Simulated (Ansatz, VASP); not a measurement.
Two plane-wave programs on CuMo3

```
Cu Mo
1.0
     4.07606    0.00000    0.00000
     0.00000    4.07606    0.00000
     0.00000    0.00000    4.07606
Cu Mo
1 3
Direct
  0.00000 0.00000 0.00000
  0.00000 0.50000 0.50000
  0.50000 0.00000 0.50000
  0.50000 0.50000 0.00000
```

Change from the starting cell: species swapped into the RuRh3 type (Pm-3m, No. 221).

Alike in both runs: task relaxation of cell and atoms; functional PBE; k mesh 4 × 4 × 4; occupations gaussian, width 0.1 eV; no spin polarisation.

```csv
,VASP,Ansatz
version,VASP 6.6.1,Ansatz 0.2.0
potentials or method,"VASP PAW PBE potentials, release 64 (Cu, Mo_sv), cutoff 600 eV","scalar-relativistic, plane waves, PAW"
valence electrons in the cell,53,61
```

Ansatz gave:

| Quantity | Value |
| --- | --- |
| gap on the k mesh at the Fermi level, each at its own relaxed structure (eV) | none |
| relaxed volume (Å³/atom) | 14.82 |
| relaxed cell length with the largest relative difference (Å) | 3.900 |

Task: What did VASP give for the same quantities?

Result: gap on the k mesh at the Fermi level, each at its own relaxed structure (eV): none; relaxed volume (Å³/atom): 14.85; relaxed cell length with the largest relative difference (Å): 3.902.

A gap of «none» marks a metal or a gap that the smearing closes. VASP's potentials hold 53 valence electrons a cell and Ansatz's 61, so a difference there can come from the potentials and not from the codes.

The k mesh is coarse, so the values compare programs but aren't converged.
